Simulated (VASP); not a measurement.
# MgCdS4 (I4/mmm) in VASP: a series of runs

MgCdS4 is run at these levels: PBE; tasks: relaxation of cell and atoms, single point.

Program: VASP 6.6.1. These are calculated values, not measurements. Logs are shortened: lines on timing, memory, paths and dates and some standing lists are left out, and cuts for length are marked.

## (1) The cell of the first run

Symmetry: I4/mmm, No. 139, tetragonal system. Conventional cell: a = 7.299 Å, b = 7.299 Å, c = 5.713 Å, α = 90.00°, β = 90.00°, γ = 90.00°. Mg (site symmetry 4/mmm) has 4 S at 2.33 Å and 2 Cd at 2.86 Å within 3.1 Å. Cd (site symmetry 4/mmm) has 12 S at 2.83 to 3.69 Å and 2 Mg at 2.86 Å within 3.7 Å. S (site symmetry m2m) has 1 Mg at 2.33 Å and 1 Cd at 2.83 Å and 2 S at 2.90 Å within 3.1 Å.

The cell was built from a structure type or drawn by symmetry, and may not be a known phase.

## (2) Relaxation of cell and atoms, PBE

Input file INCAR:

```
SYSTEM = MgCdS4
ALGO = Normal
EDIFF = 1E-6
EDIFFG = -0.04
ENCUT = 600
GGA = PE
IBRION = 2
ISIF = 3
ISMEAR = 0
LASPH = .True.
LCHARG = .False.
LREAL = .False.
LWAVE = .False.
NELM = 80
NSW = 90
PREC = Accurate
SIGMA = 0.1
```

Input file KPOINTS:

```
k-points
0
Gamma
  4 4 4
  0 0 0
```

Input file POSCAR:

```
MgCdS4
1.0
   -3.6496614600      3.6496614600      2.8563044500
    3.6496614600     -3.6496614600      2.8563044500
    3.6496614600      3.6496614600     -2.8563044500
Mg Cd S
1 1 4
Direct
    0.5000000000      0.5000000000      0.0000000000
    0.0000000000      0.0000000000      0.0000000000
    0.2739896400      0.2739896400      0.5479792800
    0.7260103600      0.7260103600      0.4520207200
    0.2739896400      0.7260103600      0.0000000000
    0.7260103600      0.2739896400      0.0000000000
```

Potentials or basis: VASP PAW PBE potentials, release 64 (Mg, Cd, S).

Started as:

```
> cat potpaw_PBE.64/Mg/POTCAR potpaw_PBE.64/Cd/POTCAR potpaw_PBE.64/S/POTCAR > POTCAR
> mpirun -np 1 vasp_std > vasp.out
```

OUTCAR:

```text
SYSTEM = MgCdS4
   EDIFF = 1E-6
   EDIFFG = -0.04
   ENCUT = 600
   GGA = PE
   IBRION = 2
   ISIF = 3
   ISMEAR = 0
   LASPH = .True.
   LREAL = .False.
   NELM = 80
   NSW = 90
   PREC = Accurate

 ion  position               nearest neighbor table
   1  0.500  0.500  0.000-   5 2.33   6 2.33   3 2.33   4 2.33   2 2.86   2 2.86
   2  0.000  0.000  0.000-   3 2.83   4 2.83   6 2.83   5 2.83   1 2.86   1 2.86
   3  0.274  0.274  0.548-   1 2.33   2 2.83
   4  0.726  0.726  0.452-   1 2.33   2 2.83
   5  0.274  0.726  0.000-   1 2.33   2 2.83
   6  0.726  0.274  0.000-   1 2.33   2 2.83

  LATTYP: Found a body centered tetragonal cell.
 ALAT       =     7.2993229200
 C/A-ratio  =     0.7826217531

  Lattice vectors:

 A1 = (  -3.6496614600,   3.6496614600,   2.8563044500)
 A2 = (   3.6496614600,  -3.6496614600,   2.8563044500)
 A3 = (   3.6496614600,   3.6496614600,  -2.8563044500)

Analysis of symmetry for initial positions (statically):
=====================================================================
 Subroutine PRICEL returns:
 Original cell was already a primitive cell.

 Routine SETGRP: Setting up the symmetry group for a
 body centered tetragonal supercell.

 Subroutine GETGRP returns: Found 16 space group operations
 (whereof 16 operations were pure point group operations)
 out of a pool of 16 trial point group operations.

The static configuration has the point symmetry D_4h.

Analysis of symmetry for dynamics (positions and initial velocities):
=====================================================================
 Subroutine PRICEL returns:
 Original cell was already a primitive cell.

 Routine SETGRP: Setting up the symmetry group for a
 body centered tetragonal supercell.

 Subroutine GETGRP returns: Found 16 space group operations
 (whereof 16 operations were pure point group operations)
 out of a pool of 16 trial point group operations.

The dynamic configuration has the point symmetry D_4h.

 Subroutine INISYM returns: Found 16 space group operations
 (whereof 16 operations are pure point group operations),
 and found     1 'primitive' translations

----------------------------------------------------------------------------------------

                                     Primitive cell

  volume of cell :     152.1842

  direct lattice vectors                    reciprocal lattice vectors
    -3.649661460  3.649661460  2.856304450     0.000000000  0.136999008  0.175051368
     3.649661460 -3.649661460  2.856304450     0.136999008  0.000000000  0.175051368
     3.649661460  3.649661460 -2.856304450     0.136999008  0.136999008  0.000000000

  length of vectors
     5.899028111  5.899028111  5.899028111     0.222287448  0.222287448  0.193745855

  position of ions in fractional coordinates (direct lattice)
     0.500000000  0.500000000  0.000000000
     0.000000000  0.000000000  0.000000000
     0.273989640  0.273989640  0.547979280
     0.726010360  0.726010360  0.452020720
     0.273989640  0.726010360  0.000000000
     0.726010360  0.273989640  0.000000000

  ion indices of the primitive-cell ions
   primitive index   ion index
                 1           1
                 2           2
                 3           3
                 4           4
                 5           5
                 6           6

----------------------------------------------------------------------------------------

 KPOINTS: k-points

Automatic generation of k-mesh.
 Grid dimensions read from file:
 generate k-points for:    4    4    4

 Generating k-lattice:

  Cartesian coordinates                     Fractional coordinates (reciprocal lattice)
     0.000000000  0.034249752  0.043762842     0.250000000  0.000000000 -0.000000000
     0.034249752  0.000000000  0.043762842     0.000000000  0.250000000 -0.000000000
     0.034249752  0.034249752  0.000000000     0.000000000  0.000000000  0.250000000

  Length of vectors
     0.055571862  0.055571862  0.048436464

  Shift w.r.t. Gamma in fractional coordinates (k-lattice)
     0.000000000  0.000000000  0.000000000

 Subroutine IBZKPT returns following result:
 ===========================================

 Found     13 irreducible k-points:

 Following reciprocal coordinates:
            Coordinates               Weight
  0.000000  0.000000  0.000000      1.000000
  0.250000 -0.000000  0.000000      8.000000
  0.500000 -0.000000  0.000000      4.000000
  0.250000  0.250000  0.000000      8.000000
  0.500000  0.250000  0.000000     16.000000
 -0.250000  0.250000  0.000000      4.000000
  0.500000  0.500000  0.000000      2.000000
  0.250000  0.250000  0.250000      2.000000
 -0.250000  0.250000  0.250000      4.000000
  0.500000  0.500000  0.250000      4.000000
 -0.250000  0.500000  0.250000      8.000000
 -0.250000 -0.250000  0.250000      2.000000
  0.500000  0.500000  0.500000      1.000000
   k-points           NKPTS =     13   k-points in BZ     NKDIM =     13   number of bands    NBANDS=     23
   number of dos      NEDOS =    301   number of ions     NIONS =      6
   total plane-waves  NPLWV = 110592
   dimension x,y,z NGX =    48 NGY =   48 NGZ =   48
   dimension x,y,z NGXF=    96 NGYF=   96 NGZF=   96
   ions per type =               1   1   4
   NGX,Y,Z   is equivalent  to a cutoff of  13.53, 13.53, 13.53 a.u.
   NGXF,Y,Z  is equivalent  to a cutoff of  27.05, 27.05, 27.05 a.u.
 SYSTEM =  MgCdS4
   PREC   = accura    normal or accurate (medium, high low for compatibility)
   ISTART =      0    job   : 0-new  1-cont  2-samecut
   ICHARG =      2    charge: 1-file 2-atom 10-const
   ISPIN  =      1    spin polarized calculation?
   LNONCOLLINEAR =      F non collinear calculations
   LSORBIT =      F    spin-orbit coupling
   LASPH  =      T    aspherical Exc in radial PAW
   ENCUT  =  600.0 eV  44.10 Ry    6.64 a.u.  11.78 11.78 11.78*2*pi/ulx,y,z
   NELM   =     80;   NELMIN=  2; NELMDL= -5     # of ELM steps
   EDIFF  = 0.1E-05   stopping-criterion for ELM
   LREAL  =      F    real-space projection
   EDIFFG = -.4E-01   stopping-criterion for IOM
   NSW    =     90    number of steps for IOM
   IBRION =      2    ionic relax: 0-MD 1-quasi-New 2-CG
   NFREE  =      1    steps in history (QN), initial steepest desc. (CG)
   ISIF   =      3    stress and relaxation
   ISYM   =      2    0-nonsym 1-usesym 2-fastsym
   POTIM  = 0.5000    time-step for ionic-motion
   TEBEG  =    0.0;   TEEND  =   0.0 temperature during run
   PSTRESS=    0.0 pullay stress
   NELECT =      38.0000    total number of electrons
   NUPDOWN=      -1.0000    fix difference up-down
   EMIN   =  10.00;   EMAX   =-10.00  energy-range for DOS
   EFERMI =   0.00;   METHOD = LEGACY
   ISMEAR =     0;   SIGMA  =   0.10  broadening in eV -4-tet -1-fermi 0-gaus
   EFERMI_NEDOS =   21; number of points for ismear=-14 and -15
   IALGO  =     38    algorithm
   IMIX   =      4    mixing-type and parameters
     AMIX     =   0.40;   BMIX     =  1.00
     AMIX_MAG =   1.60;   BMIX_MAG =  1.00
  volume/ion in A,a.u.               =      25.36       171.16
  Fermi-wavevector in a.u.,A,eV,Ry     =   1.030891  1.948102 14.459409  1.062737
  Thomas-Fermi vector in A             =   2.165012
   LORBIT       =      0    0 simple, 1 ext, 2 COOP (PROOUT), +10 PAW based schemes
   GGA     = PE    functional components
   LHFCALC =     F    Hartree Fock is set to
   AEXX    =    0.0000 exact exchange contribution
   IVDW    =     0    specifies the selected vdW correction
   LEPSILON=     F    determine dielectric tensor
   LRPA    =     F    only Hartree local field effects (RPA)
 conjugate gradient relaxation of ions
 non-spin polarized calculation
 Gauss-broadening in eV      SIGMA  =   0.10
  energy-cutoff  :      600.00
  volume of cell :      152.18
 maximum number of plane-waves:      5136
   NGX = 23   NGY = 23   NGZ = 23

--------------------------------------- Ionic step        1  -------------------------------------------

 number of electron      37.9999996 magnetization

 Free energy of the ion-electron system (eV)
  ---------------------------------------------------
  ext. energy  EPLUGINS =         0.00000000
  ---------------------------------------------------
  free energy    TOTEN  =       -16.62382400 eV

  energy without entropy =      -16.59239464  energy(sigma->0) =      -16.60810932

------------------------ aborting loop because EDIFF is reached ----------------------------------------

  FORCE on cell =-STRESS in cart. coord.  units (eV):
  Direction    XX          YY          ZZ          XY          YZ          ZX
  --------------------------------------------------------------------------------------
  -------------------------------------------------------------------------------------
  Total        1.3624168      1.3624168     -4.7452075      0.0000000      0.0000000      0.0000000
  in kB       14.3433609     14.3433609    -49.9569758      0.0000000      0.0000000      0.0000000
  external PRESSURE =      -7.0900846 kB  Pullay stress =       0.0000000 kB

 VOLUME and BASIS-vectors are now :
 -----------------------------------------------------------------------------
  energy-cutoff  :      600.00
  volume of cell :      152.18
      direct lattice vectors                 reciprocal lattice vectors
    -3.649661460  3.649661460  2.856304450     0.000000000  0.136999008  0.175051368
     3.649661460 -3.649661460  2.856304450     0.136999008  0.000000000  0.175051368
     3.649661460  3.649661460 -2.856304450     0.136999008  0.136999008  0.000000000
[... 281 lines left out ...]
 POSITION                                       TOTAL-FORCE (eV/Angst)
 -----------------------------------------------------------------------------------
      0.00000      0.00000      2.65202         0.000000      0.000000      0.000000
      0.00000      0.00000     -0.00000         0.000000      0.000000      0.000000
      1.83706      1.83706      0.00000         0.039981      0.039981      0.000000
      1.78893      1.78893      2.65202        -0.039981     -0.039981     -0.000000
      1.78893     -1.78893      2.65202        -0.039981      0.039981      0.000000
     -1.78893      1.78893      2.65202         0.039981     -0.039981      0.000000
 -----------------------------------------------------------------------------------
    total drift:                               -0.000000     -0.000000      0.000000

  FREE ENERGIE OF THE ION-ELECTRON SYSTEM (eV)
  ---------------------------------------------------
  free  energy   TOTEN  =       -17.7952342672 eV

  energy  without entropy=      -17.7752309524  energy(sigma->0) =      -17.78523261

--------------------------------------- Ionic step        9  -------------------------------------------

 number of electron      37.9999998 magnetization

 Free energy of the ion-electron system (eV)
  ---------------------------------------------------
  ext. energy  EPLUGINS =         0.00000000
  ---------------------------------------------------
  free energy    TOTEN  =       -17.79575268 eV

  energy without entropy =      -17.77561561  energy(sigma->0) =      -17.78568415

 E-fermi :   2.2052     XC(G=0):  -8.9304

 val. band max:        2.1809806839   @ k =   0.5000   0.5000   0.0000
 cond. band min:       2.2578909158   @ k =  -0.2500  -0.2500   0.2500
 fundamental gap:      0.0769102319
 Fermi energy:         2.2051823227

 k-point     1 :       0.0000    0.0000    0.0000
  band No.  band energies     occupation
      1     -11.3311      2.00000
      2     -10.5625      2.00000
      3      -8.2558      2.00000
      4      -8.2558      2.00000
      5      -7.0506      2.00000
      6      -6.6812      2.00000
[... 15 lines left out ...]
     22       5.5656      0.00000
     23       5.8870      0.00000
[... 332 lines left out ...]
 POSITION                                       TOTAL-FORCE (eV/Angst)
 -----------------------------------------------------------------------------------
      0.00000      0.00000      2.65312         0.000000     -0.000000      0.000000
      0.00000      0.00000     -0.00000         0.000000     -0.000000      0.000000
      1.84091      1.84091      0.00000         0.011705      0.011705     -0.000000
      1.78827      1.78827      2.65312        -0.011705     -0.011705      0.000000
      1.78827     -1.78827      2.65312        -0.011705      0.011705     -0.000000
     -1.78827      1.78827      2.65312         0.011705     -0.011705     -0.000000
 -----------------------------------------------------------------------------------
    total drift:                               -0.000000     -0.000000      0.000000

  FREE ENERGIE OF THE ION-ELECTRON SYSTEM (eV)
  ---------------------------------------------------
  free  energy   TOTEN  =       -17.7957526818 eV

  energy  without entropy=      -17.7756156100  energy(sigma->0) =      -17.78568415

 reached required accuracy - stopping structural energy minimisation
```

Wall time 3.5 min (1 thread of Intel Xeon 6975P-C (Granite Rapids), shared host); peak memory 0.37 GiB.

Results:

```
Free energy                           : -17.7958 eV
Relaxed volume                        : 23.30 Å³/atom
Relaxed cell                          : a = 5.778 Å, b = 5.778 Å, c = 5.778 Å, α = 102.17°, β = 102.17°, γ = 125.33°
Space group after relaxing (to 0.1 Å) : I4/mmm (No. 139)
Energy gained by relaxing             : 195.3 meV/atom
Ionic steps                           : 9
Pressure after relaxing               : 0.0 GPa
Largest force after relaxing          : 0.017 eV/Å
Band gap on the k mesh                : zero (bands 19 and 20 overlap by 1.64 eV)
```

Forces on the atoms (eV/Å):
```
Mg   0.000  0.000  0.000
Cd   0.000  0.000  0.000
S    0.012  0.012  0.000
S   -0.012 -0.012  0.000
S   -0.012  0.012  0.000
S    0.012 -0.012  0.000
```

Step by step:
```
step  energy change (eV)  largest force (eV/Å)  pressure (GPa)  volume (Å³)
   1              0.0000                2.1455           -0.71       152.18
   2             -0.8334                1.0694           -2.41       149.60
   3             -1.0747                0.2732           -2.40       147.49
   4             -1.0816                0.1248           -2.26       147.07
   5             -1.1625                0.1144            0.57       138.20
   6             -1.1638                0.0789            0.23       139.11
   7             -1.1710                0.0508            0.06       139.56
   8             -1.1714                0.0565            0.09       139.47
   9             -1.1719                0.0166           -0.04       139.78
```

Final structure:
```yaml
crystal:
  lattice:
    - [-3.62918, 3.62918, 2.65312]
    - [3.62918, -3.62918, 2.65312]
    - [3.62918, 3.62918, -2.65312]
  atoms:
    - { symbol: Mg, position: [0.50000, 0.50000, 0.00000] }
    - { symbol: Cd, position: [0.00000, 0.00000, 0.00000] }
    - { symbol: S, position: [0.25363, 0.25363, 0.50725] }
    - { symbol: S, position: [0.74637, 0.74637, 0.49275] }
    - { symbol: S, position: [0.25363, 0.74637, 0.00000] }
    - { symbol: S, position: [0.74637, 0.25363, 0.00000] }
```

Levels at points of the mesh, in eV from the Fermi level:
| k point | band 16 | band 17 | band 18 | band 19 | band 20 | band 21 | band 22 | band 23 |
| --- | --- | --- | --- | --- | --- | --- | --- | --- |
| (0.00, 0.00, 0.00) | -1.43 | -1.35 | -1.01 | 0.17 | 0.37 | 0.99 | 3.36 | 3.68 |
| (0.50, 0.00, 0.00) | -1.35 | -1.15 | -0.94 | -0.81 | -0.40 | -0.33 | 1.54 | 1.86 |
| (0.50, 0.50, 0.00) | -1.73 | -1.66 | -0.16 | -0.02 | 1.55 | 2.00 | 3.47 | 3.53 |
| (0.50, 0.50, 0.50) | -1.35 | -0.66 | 0.38 | 0.38 | 2.84 | 3.19 | 3.47 | 3.47 |

## (3) Single point, PBE

This run uses another cell than the first one, of 23.29 Å³/atom.

Input file INCAR:

```
PREC = Accurate
ENCUT = 520
EDIFF = 1E-6
ISMEAR = 0
SIGMA = 0.1
LREAL = F
LASPH = T
NELM = 100
ALGO = Normal
ISIF = 2
LWAVE = F
LCHARG = T
GGA = PE
LELF = T
LVHAR = T
NBANDS = 28
```

Input file KPOINTS:

```
Automatic mesh
0
Gamma
  10 10 10
```

Input file POSCAR:

```
MgCdS4
1.0
   -3.6184347805      3.6184347805      2.6687038295
    3.6184347805     -3.6184347805      2.6687038295
    3.6184347805      3.6184347805     -2.6687038295
Mg Cd S
1 1 4
Direct
    0.5000000000      0.5000000000      0.0000000000
    0.0000000000      0.0000000000      0.0000000000
    0.2540045948      0.2540045948      0.5080091896
    0.7459954052      0.7459954052      0.4919908104
    0.2540045948      0.7459954052      0.0000000000
    0.7459954052      0.2540045948      0.0000000000
```

Potentials or basis: VASP PAW PBE potentials, release 64 (Mg, Cd, S).

Started as:

```
> cat potpaw_PBE.64/Mg/POTCAR potpaw_PBE.64/Cd/POTCAR potpaw_PBE.64/S/POTCAR > POTCAR
> mpirun -np 1 vasp_std > vasp.out
```

Wall time 4.9 min (1 thread of Intel Xeon 6975P-C (Granite Rapids), shared host); peak memory 0.57 GiB.

It converged, with:

| Item | Value |
| --- | --- |
| Free energy | -17.5793 eV |
| Pressure | 0.1 GPa |
| Largest force | 0.036 eV/Å |
| Band gap on the k mesh | zero (bands 19 and 20 overlap by 1.61 eV) |

Forces on the atoms (eV/Å):
```
Mg   0.000  0.000  0.000
Cd   0.000  0.000  0.000
S    0.026  0.026  0.000
S   -0.026 -0.026  0.000
S   -0.026  0.026  0.000
S    0.026 -0.026  0.000
```

Stress tensor (GPa, compression positive):
```
 0.13  0.00  0.00
 0.00  0.13  0.00
 0.00  0.00 -0.06
```

Levels at points of the mesh, in eV from the Fermi level:
| k point | band 16 | band 17 | band 18 | band 19 | band 20 | band 21 | band 22 | band 23 |
| --- | --- | --- | --- | --- | --- | --- | --- | --- |
| (0.00, 0.00, 0.00) | -1.45 | -1.41 | -1.11 | 0.08 | 0.24 | 0.94 | 3.13 | 3.46 |
| (0.50, 0.00, 0.00) | -1.49 | -1.28 | -1.07 | -0.93 | -0.44 | -0.37 | 1.47 | 1.81 |
| (0.50, 0.50, 0.00) | -1.85 | -1.79 | -0.23 | -0.10 | 1.44 | 1.96 | 3.24 | 3.30 |
| (0.50, 0.50, 0.50) | -1.39 | -0.66 | 0.31 | 0.31 | 2.76 | 3.11 | 3.23 | 3.23 |
